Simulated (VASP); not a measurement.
Input of a VASP 6.6.1 run:

INCAR

```
SYSTEM = Sn
  PREC = Accurate
  ENCUT = 520
  EDIFF = 1E-8
  ISMEAR = -1
  SIGMA = 0.03
  LREAL = .FALSE.
  LASPH = .TRUE.
  NELM = 100
  ALGO = Normal
  ISIF = 2
  LWAVE = .FALSE.
  LCHARG = .FALSE.
  GGA = PS
  LEFG = .TRUE.
  NBANDS = 13
```

Contents of KPOINTS:

```
Automatic mesh
0
G
  16 16 16
  0 0 0
```

The input POSCAR:

```
Sn
1.0
   -1.7379733663      1.7873059321      2.3538281599
    1.7379733663     -1.7873059321      2.3538281599
    1.7379733663      1.7873059321     -2.3538281599
Sn
1
Direct
    0.0000000000      0.0000000000      0.0000000000
```

Potentials or basis: VASP PAW PBE potentials, release 64 (Sn_d).

Command:

```console
$ cat potpaw_PBE.64/Sn_d/POTCAR > POTCAR
$ mpirun -np 1 vasp_std > vasp.out
```

Problem. Predict the pressure.

Solution. -4.3 GPa.

Problem. What does it give for the band gap on the k mesh?

Solution. Zero (band 7 reaches 13.99 eV, above the bottom of band 8 at 5.18 eV).

Stress tensor (GPa, compression positive):
```
-4.00  0.00  0.00
 0.00 -4.57  0.00
 0.00  0.00 -4.43
```

Caveat: without QUAD_EFG the Cq values of the log hold for a quadrupole moment of 1 mb, not for the nuclei; the PAW data sets were made with another functional, which shifts forces and pressure a little; spin-orbit coupling is left out, which moves the levels of the heavy elements.
